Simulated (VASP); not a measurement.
GaB2:

```xyz
6
Lattice="3.0701 0.0000 0.0000 -1.5350 2.6588 0.0000 0.0000 0.0000 7.7937" Properties=species:S:1:pos:R:3 pbc="T T T"
Ga    0.0000    1.7725    1.9484
Ga    1.5350    0.8863    5.8453
B     0.0000    1.7725    4.0074
B     1.5350    0.8863    0.1105
B     0.0000    1.7725    7.6832
B     1.5350    0.8863    3.7863
```

* Program: VASP 6.6.1
* Task: relaxation of cell and atoms
* Functional: PBE
* Potentials or basis: VASP PAW PBE potentials, release 64 (Ga_d, B)
* Cutoff: 600 eV
* k mesh: 12 × 12 × 6
* Occupations: gaussian, width 0.1 eV
* Spin: no spin polarisation

At the start: pressure 1.3 GPa; volume 10.60 Å³/atom.

Question: How do energy, volume and symmetry change on relaxing?

Answer: Over 15 steps the energy falls by 16.7 meV/atom and the volume is 11.13 Å³/atom (+5.0 %); space group P6_3/mmc (No. 194, to 0.05 Å).

The path:
| step | energy change (eV) | largest force (eV/Å) | pressure (GPa) | volume (Å³) |
| --- | --- | --- | --- | --- |
| 1 | 0.0000 | 0.0594 | 1.28 | 63.62 |
| 2 | -0.0293 | 0.1907 | -0.32 | 64.39 |
| 3 | -0.0293 | 0.5155 | -2.49 | 65.51 |
| 4 | -0.0385 | 0.3551 | -1.39 | 64.94 |
| 5 | -0.0533 | 0.3347 | -0.73 | 64.86 |
| 6 | -0.0606 | 0.3072 | -0.01 | 64.80 |
| 7 | -0.0698 | 0.2712 | 1.42 | 64.65 |
| 8 | -0.0873 | 0.1362 | 0.93 | 65.36 |
| 9 | -0.0965 | 0.0297 | 0.36 | 66.24 |
| 10 | -0.0967 | 0.0568 | 0.30 | 66.39 |
| 11 | -0.0992 | 0.0246 | -0.25 | 66.89 |
| 12 | -0.0994 | 0.0137 | -0.64 | 67.09 |
| 13 | -0.0994 | 0.0170 | -0.46 | 67.03 |
| 14 | -0.1003 | 0.0068 | 0.16 | 66.78 |
| 15 | -0.1003 | 0.0076 | 0.04 | 66.80 |

Final structure:
```
Ga B
1.0
     3.00617    0.00000    0.00000
    -1.50308    2.60342    0.00000
     0.00000    0.00000    8.53529
Ga B
2 4
Direct
  0.33333 0.66667 0.25000
  0.66667 0.33333 0.75000
  0.33333 0.66667 0.50574
  0.66667 0.33333 0.00574
  0.33333 0.66667 0.99426
  0.66667 0.33333 0.49426
```
